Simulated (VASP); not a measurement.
# CaSe (Fm-3m) in VASP: notebook

The runs below take CaSe through single point, with PBEsol.

Program: VASP 6.6.1. These are calculated values, not measurements. Logs are shortened: lines on timing, memory, paths and dates and some standing lists are left out, and cuts for length are marked.

## Step 1: The cell of the first run

The structure is cubic, space group Fm-3m (No. 225). Conventional cell: a = 5.739 Å, b = 5.739 Å, c = 5.739 Å, α = 90.00°, β = 90.00°, γ = 90.00°. Within 3.8 Å of Ca (site symmetry m-3m) lie 6 Se at 2.87 Å. Within 3.8 Å of Se (site symmetry m-3m) lie 6 Ca at 2.87 Å.

## Step 2: Single point, PBEsol

File INCAR:

```
PREC = Accurate
ENCUT = 520
EDIFF = 1E-6
ISMEAR = 0
SIGMA = 0.01
LREAL = F
LASPH = T
NELM = 60
ALGO = Normal
ISIF = 2
LWAVE = F
LCHARG = F
GGA = PS
NBANDS = 15
```

File KPOINTS:

```
regular mesh
0
Gamma
  8 8 8
```

File POSCAR:

```
CaSe
1.0
    2.8697133332      2.8697133332      0.0000000000
   -2.8697133332      2.8697133332      0.0000000000
    0.0000000000      2.8697133332      2.8697133332
Ca Se
1 1
Direct
    0.0000000000      0.0000000000      0.0000000000
    0.5000000000      0.5000000000      0.0000000000
```

Potentials or basis: VASP PAW PBE potentials, release 64 (Ca_sv, Se).

The run is started by

```sh
> cat potpaw_PBE.64/Ca_sv/POTCAR potpaw_PBE.64/Se/POTCAR > POTCAR
> mpirun -np 1 vasp_std > vasp.out
```

OUTCAR:

```text
PREC = Accurate
   ENCUT = 520
   EDIFF = 1E-6
   ISMEAR = 0
   LREAL = F
   LASPH = T
   NELM = 60
   ISIF = 2
   GGA = PS

 ion  position               nearest neighbor table
   1  0.000  0.000  0.000-   2 2.87   2 2.87   2 2.87   2 2.87   2 2.87   2 2.87
   2  0.500  0.500  0.000-   1 2.87   1 2.87   1 2.87   1 2.87   1 2.87   1 2.87

  LATTYP: Found a face centered cubic cell.
 ALAT       =     5.7394266664

  Lattice vectors:

 A1 = (   0.0000000000,   2.8697133332,   2.8697133332)
 A2 = (   2.8697133332,   0.0000000000,   2.8697133332)
 A3 = (   2.8697133332,   2.8697133332,   0.0000000000)

Analysis of symmetry for initial positions (statically):
=====================================================================
 Subroutine PRICEL returns:
 Original cell was already a primitive cell.

 Routine SETGRP: Setting up the symmetry group for a
 face centered cubic supercell.

 Subroutine GETGRP returns: Found 48 space group operations
 (whereof 48 operations were pure point group operations)
 out of a pool of 48 trial point group operations.

The static configuration has the point symmetry O_h .

Analysis of symmetry for dynamics (positions and initial velocities):
=====================================================================
 Subroutine PRICEL returns:
 Original cell was already a primitive cell.

 Routine SETGRP: Setting up the symmetry group for a
 face centered cubic supercell.

 Subroutine GETGRP returns: Found 48 space group operations
 (whereof 48 operations were pure point group operations)
 out of a pool of 48 trial point group operations.

The dynamic configuration has the point symmetry O_h .

 Subroutine INISYM returns: Found 48 space group operations
 (whereof 48 operations are pure point group operations),
 and found     1 'primitive' translations

----------------------------------------------------------------------------------------

                                     Primitive cell

  volume of cell :      47.2656

  direct lattice vectors                    reciprocal lattice vectors
     2.869713333  2.869713333  0.000000000     0.174233431  0.174233431 -0.174233431
    -2.869713333  2.869713333  0.000000000    -0.174233431  0.174233431 -0.174233431
     0.000000000  2.869713333  2.869713333     0.000000000  0.000000000  0.348466862

  length of vectors
     4.058387516  4.058387516  4.058387516     0.301781155  0.301781155  0.348466862

  position of ions in fractional coordinates (direct lattice)
     0.000000000  0.000000000  0.000000000
     0.500000000  0.500000000  0.000000000

  ion indices of the primitive-cell ions
   primitive index   ion index
[... 87 lines left out ...]
   EMIN   =  10.00;   EMAX   =-10.00  energy-range for DOS
   EFERMI =   0.00;   METHOD = LEGACY
   ISMEAR =     0;   SIGMA  =   0.01  broadening in eV -4-tet -1-fermi 0-gaus
   EFERMI_NEDOS =   21; number of points for ismear=-14 and -15
   IALGO  =     38    algorithm
   IMIX   =      4    mixing-type and parameters
     AMIX     =   0.40;   BMIX     =  1.00
     AMIX_MAG =   1.60;   BMIX_MAG =  1.00
  volume/ion in A,a.u.               =      23.63       159.48
  Fermi-wavevector in a.u.,A,eV,Ry     =   1.140949  2.156081 17.711589  1.301765
  Thomas-Fermi vector in A             =   2.277650
   LORBIT       =      0    0 simple, 1 ext, 2 COOP (PROOUT), +10 PAW based schemes
   GGA     = PS    functional components
   LHFCALC =     F    Hartree Fock is set to
   AEXX    =    0.0000 exact exchange contribution
   IVDW    =     0    specifies the selected vdW correction
   LEPSILON=     F    determine dielectric tensor
   LRPA    =     F    only Hartree local field effects (RPA)
 non-spin polarized calculation
 Gauss-broadening in eV      SIGMA  =   0.01
  energy-cutoff  :      520.00
  volume of cell :       47.27
 maximum number of plane-waves:      1287
   NGX = 15   NGY = 15   NGZ = 15

 number of electron      16.0000004 magnetization

 Free energy of the ion-electron system (eV)
  ---------------------------------------------------
  ext. energy  EPLUGINS =         0.00000000
  ---------------------------------------------------
  free energy    TOTEN  =       -10.03022961 eV

  energy without entropy =      -10.03022961  energy(sigma->0) =      -10.03022961

 E-fermi :   3.0637     XC(G=0):  -9.7186

 val. band max:        3.0037212673   @ k =   0.0000   0.0000   0.0000
 cond. band min:       4.6768839421   @ k =   0.5000   0.5000   0.0000
 fundamental gap:      1.6731626748
 Fermi energy:         3.0637285566

 k-point     1 :       0.0000    0.0000    0.0000
  band No.  band energies     occupation
      1     -36.2822      2.00000
      2     -17.3753      2.00000
      3     -17.3753      2.00000
      4     -17.3753      2.00000
      5      -9.1597      2.00000
      6       3.0037      2.00000
      7       3.0037      2.00000
      8       3.0037      2.00000
      9       6.5867      0.00000
     10       6.5867      0.00000
     11       6.5867      0.00000
     12       6.6950      0.00000
     13       7.2842      0.00000
     14       7.2842      0.00000
[... 401 lines left out ...]
      2     -17.5236      2.00000
      3     -17.4258      2.00000
      4     -17.4008      2.00000
      5      -8.2927      2.00000
      6      -0.1869      2.00000
      7       1.1328      2.00000
      8       1.5590      2.00000
      9       7.4987      0.00000
     10       7.8098      0.00000
     11       8.9484      0.00000
     12       9.3200      0.00000
     13       9.6847      0.00000
     14      10.5532      0.00000
     15      12.2346      0.00000

 [... further k-points ...]

------------------------ aborting loop because EDIFF is reached ----------------------------------------

  FORCE on cell =-STRESS in cart. coord.  units (eV):
  Direction    XX          YY          ZZ          XY          YZ          ZX
  --------------------------------------------------------------------------------------
  -------------------------------------------------------------------------------------
  Total        1.2523341      1.2523341      1.2523341      0.0000000      0.0000000     -0.0000000
  in kB       42.4507371     42.4507371     42.4507371      0.0000000      0.0000000     -0.0000000
  external PRESSURE =      42.4507371 kB  Pullay stress =       0.0000000 kB

 VOLUME and BASIS-vectors are now :
 -----------------------------------------------------------------------------
  energy-cutoff  :      520.00
  volume of cell :       47.27
      direct lattice vectors                 reciprocal lattice vectors
     2.869713333  2.869713333  0.000000000     0.174233431  0.174233431 -0.174233431
    -2.869713333  2.869713333  0.000000000    -0.174233431  0.174233431 -0.174233431
     0.000000000  2.869713333  2.869713333     0.000000000  0.000000000  0.348466862

 POSITION                                       TOTAL-FORCE (eV/Angst)
 -----------------------------------------------------------------------------------
      0.00000      0.00000      0.00000         0.000000      0.000000      0.000000
      0.00000      2.86971      0.00000        -0.000000     -0.000000      0.000000
 -----------------------------------------------------------------------------------
    total drift:                               -0.000000     -0.000000      0.000000

  FREE ENERGIE OF THE ION-ELECTRON SYSTEM (eV)
  ---------------------------------------------------
  free  energy   TOTEN  =       -10.0302296052 eV

  energy  without entropy=      -10.0302296052  energy(sigma->0) =      -10.03022961
```

OSZICAR:

```text
N       E                     dE             d eps       ncg     rms          rms(c)
DAV:   1     0.108337372536E+03    0.10834E+03   -0.75237E+03   870   0.993E+02
DAV:   2    -0.545646276992E+01   -0.11379E+03   -0.10728E+03  1094   0.244E+02
DAV:   3    -0.995126476288E+01   -0.44948E+01   -0.44459E+01  1159   0.469E+01
DAV:   4    -0.101734264459E+02   -0.22216E+00   -0.22196E+00  1213   0.879E+00
DAV:   5    -0.101751325973E+02   -0.17062E-02   -0.17061E-02  1160   0.844E-01    0.426E+00
DAV:   6    -0.100499874354E+02    0.12515E+00   -0.13284E-01  1038   0.210E+00    0.253E+00
DAV:   7    -0.100298711924E+02    0.20116E-01   -0.76702E-02  1107   0.190E+00    0.690E-01
DAV:   8    -0.100301585178E+02   -0.28733E-03   -0.81316E-03  1031   0.712E-01    0.999E-02
DAV:   9    -0.100301986591E+02   -0.40141E-04   -0.45226E-04  1104   0.234E-01    0.362E-02
DAV:  10    -0.100302271446E+02   -0.28486E-04   -0.94158E-05  1045   0.680E-02    0.138E-02
DAV:  11    -0.100302300387E+02   -0.28940E-05   -0.13163E-05  1108   0.342E-02    0.576E-03
DAV:  12    -0.100302296052E+02    0.43344E-06   -0.14765E-06   864   0.958E-03
   1 F= -.10030230E+02 E0= -.10030230E+02  d E =-.760071E-20
```

It took 15 s on 1 thread of AMD EPYC 7R13 (Zen 3), shared host; peak memory 0.15 GiB.

Results:

```
Free energy            : -10.0302 eV
Pressure               : 4.2 GPa
Band gap on the k mesh : 1.67 eV (least direct gap 2.71 eV)
```

Levels at points of the mesh, in eV from the valence-band top:
```tsv
k point	band 6	band 7	band 8	band 9	band 10	band 11
(0.00, 0.00, 0.00)	0.00	0.00	0.00	3.58	3.58	3.58
(0.50, 0.00, 0.00)	-3.70	-1.43	-1.43	4.52	5.68	5.69
(0.50, 0.50, 0.00)	-2.80	-1.03	-1.03	1.67	5.17	5.34
```

Caveat: the cell stands under pressure; the PAW data sets were made with another functional, which shifts forces and pressure a little.

## Step 3: Single point, PBEsol

This run uses another cell than the first one, of 26.36 Å³/atom.

File INCAR:

```
SYSTEM = CaSe
PREC = Accurate ; ENCUT = 520
EDIFF = 1E-6 ; ISMEAR = 0
SIGMA = 0.01 ; LREAL = .False.
LASPH = .True. ; NELM = 60
ALGO = Normal ; ISIF = 2
LWAVE = .False. ; LCHARG = .False.
GGA = PS ; NBANDS = 15
```

File KPOINTS:

```
Automatic mesh
0
Gamma
  8 8 8
  0 0 0
```

File POSCAR:

```
CaSe
1.0
    2.9762584994      2.9762584994      0.0000000000
   -2.9762584994      2.9762584994      0.0000000000
    0.0000000000      2.9762584994      2.9762584994
Ca Se
1 1
Direct
    0.0000000000      0.0000000000      0.0000000000
    0.5000000000      0.5000000000      0.0000000000
```

Potentials or basis: VASP PAW PBE potentials, release 64 (Ca_sv, Se).

The run is started by

```sh
> cat potpaw_PBE.64/Ca_sv/POTCAR potpaw_PBE.64/Se/POTCAR > POTCAR
> mpirun -np 1 vasp_std > vasp.out
```

OUTCAR:

```text
SYSTEM = CaSe
   PREC = Accurate
   ENCUT = 520
   EDIFF = 1E-6
   ISMEAR = 0
   LREAL = .False.
   LASPH = .True.
   NELM = 60
   ISIF = 2
   GGA = PS

 ion  position               nearest neighbor table
   1  0.000  0.000  0.000-   2 2.98   2 2.98   2 2.98   2 2.98   2 2.98   2 2.98
   2  0.500  0.500  0.000-   1 2.98   1 2.98   1 2.98   1 2.98   1 2.98   1 2.98

  LATTYP: Found a face centered cubic cell.
 ALAT       =     5.9525169988

  Lattice vectors:

 A1 = (   0.0000000000,   2.9762584994,   2.9762584994)
 A2 = (   2.9762584994,   0.0000000000,   2.9762584994)
 A3 = (   2.9762584994,   2.9762584994,   0.0000000000)

Analysis of symmetry for initial positions (statically):
=====================================================================
 Subroutine PRICEL returns:
 Original cell was already a primitive cell.

 Routine SETGRP: Setting up the symmetry group for a
 face centered cubic supercell.

 Subroutine GETGRP returns: Found 48 space group operations
 (whereof 48 operations were pure point group operations)
 out of a pool of 48 trial point group operations.

The static configuration has the point symmetry O_h .

Analysis of symmetry for dynamics (positions and initial velocities):
=====================================================================
 Subroutine PRICEL returns:
 Original cell was already a primitive cell.

 Routine SETGRP: Setting up the symmetry group for a
 face centered cubic supercell.

 Subroutine GETGRP returns: Found 48 space group operations
 (whereof 48 operations were pure point group operations)
 out of a pool of 48 trial point group operations.

The dynamic configuration has the point symmetry O_h .

 Subroutine INISYM returns: Found 48 space group operations
 (whereof 48 operations are pure point group operations),
 and found     1 'primitive' translations

----------------------------------------------------------------------------------------

                                     Primitive cell

  volume of cell :      52.7281

  direct lattice vectors                    reciprocal lattice vectors
     2.976258499  2.976258499  0.000000000     0.167996160  0.167996160 -0.167996160
    -2.976258499  2.976258499  0.000000000    -0.167996160  0.167996160 -0.167996160
[... 123 lines left out ...]
 number of electron      15.9999996 magnetization

 Free energy of the ion-electron system (eV)
  ---------------------------------------------------
  ext. energy  EPLUGINS =         0.00000000
  ---------------------------------------------------
  free energy    TOTEN  =       -10.06259520 eV

  energy without entropy =      -10.06259520  energy(sigma->0) =      -10.06259520

 E-fermi :   2.2718     XC(G=0):  -9.2471

 val. band max:        2.2136455040   @ k =   0.0000   0.0000   0.0000
 cond. band min:       4.1865807652   @ k =   0.5000   0.5000   0.0000
 fundamental gap:      1.9729352612
 Fermi energy:         2.2718238253

 k-point     1 :       0.0000    0.0000    0.0000
  band No.  band energies     occupation
      1     -37.3833      2.00000
      2     -18.4541      2.00000
      3     -18.4541      2.00000
      4     -18.4541      2.00000
      5      -9.5463      2.00000
      6       2.2136      2.00000
      7       2.2136      2.00000
      8       2.2136      2.00000
      9       5.2972      0.00000
     10       5.8702      0.00000
     11       5.8702      0.00000
     12       5.8702      0.00000
     13       6.4526      0.00000
     14       6.4526      0.00000
[... 401 lines left out ...]
      2     -18.5426      2.00000
      3     -18.4856      2.00000
      4     -18.4703      2.00000
      5      -8.8858      2.00000
      6      -0.6019      2.00000
      7       0.5997      2.00000
      8       0.9966      2.00000
      9       6.5977      0.00000
     10       6.8943      0.00000
     11       7.8696      0.00000
     12       8.1117      0.00000
     13       8.4655      0.00000
     14       9.3210      0.00000
     15      10.6559      0.00000

 [... further k-points ...]

------------------------ aborting loop because EDIFF is reached ----------------------------------------

  FORCE on cell =-STRESS in cart. coord.  units (eV):
  Direction    XX          YY          ZZ          XY          YZ          ZX
  --------------------------------------------------------------------------------------
  -------------------------------------------------------------------------------------
  Total       -0.6115360     -0.6115360     -0.6115360      0.0000000      0.0000000     -0.0000000
  in kB      -18.5819235    -18.5819235    -18.5819235      0.0000000      0.0000000     -0.0000000
  external PRESSURE =     -18.5819235 kB  Pullay stress =       0.0000000 kB

 VOLUME and BASIS-vectors are now :
 -----------------------------------------------------------------------------
  energy-cutoff  :      520.00
  volume of cell :       52.73
      direct lattice vectors                 reciprocal lattice vectors
     2.976258499  2.976258499  0.000000000     0.167996160  0.167996160 -0.167996160
    -2.976258499  2.976258499  0.000000000    -0.167996160  0.167996160 -0.167996160
     0.000000000  2.976258499  2.976258499     0.000000000  0.000000000  0.335992321

 POSITION                                       TOTAL-FORCE (eV/Angst)
 -----------------------------------------------------------------------------------
      0.00000      0.00000      0.00000         0.000000      0.000000      0.000000
      0.00000      2.97626      0.00000        -0.000000     -0.000000      0.000000
 -----------------------------------------------------------------------------------
    total drift:                                0.000000     -0.000000     -0.000000

  FREE ENERGIE OF THE ION-ELECTRON SYSTEM (eV)
  ---------------------------------------------------
  free  energy   TOTEN  =       -10.0625951982 eV

  energy  without entropy=      -10.0625951982  energy(sigma->0) =      -10.06259520
```

stdout:

```text
POSCAR found type information on POSCAR CaSe
 POSCAR found :  2 types and       2 ions
 scaLAPACK will be used
 -----------------------------------------------------------------------------
|                                                                             |
|                                                                             |
|     You enforced a specific xc type in the INCAR file but a different       |
|     I HOPE YOU KNOW WHAT YOU ARE DOING!                                     |
|                                                                             |
 -----------------------------------------------------------------------------

 LDA part: xc-table for (Slater+PW92), standard interpolation
 POSCAR, INCAR and KPOINTS ok, starting setup
 FFT: planning ... GRIDC
 FFT: planning ... GRID_SOFT
 FFT: planning ... GRID
 WAVECAR not read
 entering main loop
```

Wall time 14 s (1 thread of AMD EPYC 7R13 (Zen 3), shared host); peak memory 0.15 GiB.

Results:

```
Free energy            : -10.0626 eV
Pressure               : -1.9 GPa
Band gap on the k mesh : 1.97 eV (least direct gap 2.90 eV)
```

Caveat: the PAW data sets were made with another functional, which shifts forces and pressure a little.
